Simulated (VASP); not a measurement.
The system is Sb.

```
Sb
1.0
     6.01350    0.00000    0.00000
     0.00000    6.01350    0.00000
     0.00000    0.00000    6.01350
Sb
8
Direct
  0.00000 0.00000 0.00000
  0.50000 0.50000 0.50000
  0.25000 0.00000 0.50000
  0.75000 0.00000 0.50000
  0.50000 0.25000 0.00000
  0.50000 0.75000 0.00000
  0.00000 0.50000 0.25000
  0.00000 0.50000 0.75000
```

```yaml
Program: VASP 6.6.1
Task: relaxation of cell and atoms
Functional: LDA
Potentials_or_basis: VASP PAW LDA potentials, release 64 (Sb)
Cutoff: 600 eV
k_mesh: 4 × 4 × 4
Occupations: fermi-dirac, width 0.1 eV
Spin: no spin polarisation
```

At the start: pressure -2.2 GPa; volume 27.18 Å³/atom.

How do energy, volume and symmetry change on relaxing?

Over 3 steps the energy falls by 6.6 meV/atom and the volume is 26.25 Å³/atom (-3.4 %); space group Pm-3n (No. 223, to 0.05 Å).

The path:
```csv
step,energy change (eV),largest force (eV/Å),pressure (GPa),volume (Å³)
1,0.0000,0.0000,-2.18,217.46
2,-0.0365,0.0000,1.34,206.01
3,-0.0528,0.0000,0.00,209.97
```

Final structure:
```
Sb
1.0
     5.94364    0.00000    0.00000
     0.00000    5.94364    0.00000
     0.00000    0.00000    5.94364
Sb
8
Cartesian
  0.0000 0.0000 0.0000
  2.9718 2.9718 2.9718
  1.4859 0.0000 2.9718
  4.4577 0.0000 2.9718
  2.9718 1.4859 0.0000
  2.9718 4.4577 0.0000
  0.0000 2.9718 1.4859
  0.0000 2.9718 4.4577
```
